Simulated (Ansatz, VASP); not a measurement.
**One calculation of TeOs, two programs**

```
Te Os
1.0
     0.00000    3.37912    3.37912
     3.37912    0.00000    3.37912
     3.37912    3.37912    0.00000
Te Os
2 2
Direct
  0.50000 0.50000 0.50000
  0.75000 0.75000 0.75000
  0.00000 0.00000 0.00000
  0.25000 0.25000 0.25000
```

Alike in both runs: functional PBE; k mesh 4 × 4 × 4; occupations gaussian, width 0.1 eV; no spin polarisation.

Ansatz relaxed the structure, and its values are those at the end. VASP's run is a single point on that final structure, the one shown.

```csv
,VASP,Ansatz
version,VASP 6.6.1,Ansatz 0.2.0
potentials or method,"VASP PAW PBE potentials, release 64 (Te, Os), cutoff 520 eV","scalar-relativistic, plane waves, PAW"
valence electrons in the cell,28,64
```

Ansatz gave:

| Quantity | Value |
| --- | --- |
| gap on the k mesh at the Fermi level (eV) | none |
| pressure (GPa) | 0.0 |

Estimate VASP's values.

gap on the k mesh at the Fermi level (eV): none; pressure (GPa): -0.1.

A gap of «none» marks a metal or a gap that the smearing closes. VASP's potentials hold 28 valence electrons a cell and Ansatz's 64, so a difference there can come from the potentials and not from the codes.

The k mesh is coarse, so the values compare programs but aren't converged. Spin-orbit coupling is off throughout.
